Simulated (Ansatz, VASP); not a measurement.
# Two plane-wave programs on GaSb

```
Ga Sb
1.0
     0.00000    3.03491    3.03491
     3.03491    0.00000    3.03491
     3.03491    3.03491    0.00000
Ga Sb
1 1
Direct
  0.00000 0.00000 0.00000
  0.25000 0.25000 0.25000
```

Alike in both runs: task single point; functional r2SCAN; k mesh 6 × 6 × 6; occupations fermi-dirac, width 0.02 eV; no spin polarisation.

|  | VASP | Ansatz |
| --- | --- | --- |
| version | VASP 6.6.1 | Ansatz 0.2.0 |
| potentials or method | VASP PAW PBE potentials, release 64 (Ga_d, Sb) | plane waves, PAW |
| plane-wave cutoff (eV) | 550 | 500 |
| valence electrons in the cell | 18 | 28 |

VASP gave:

* pressure (GPa): 1.9

Question: Which values does Ansatz return?

Answer: Pressure (GPa): 1.7.

VASP's potentials were made for PBE, not for r2SCAN. The functional is the same, so the differences come from potentials, cutoffs and numerics. VASP's potentials hold 18 valence electrons a cell and Ansatz's 28, so a difference there can come from the potentials and not from the codes.

Neither program's run includes spin-orbit coupling.
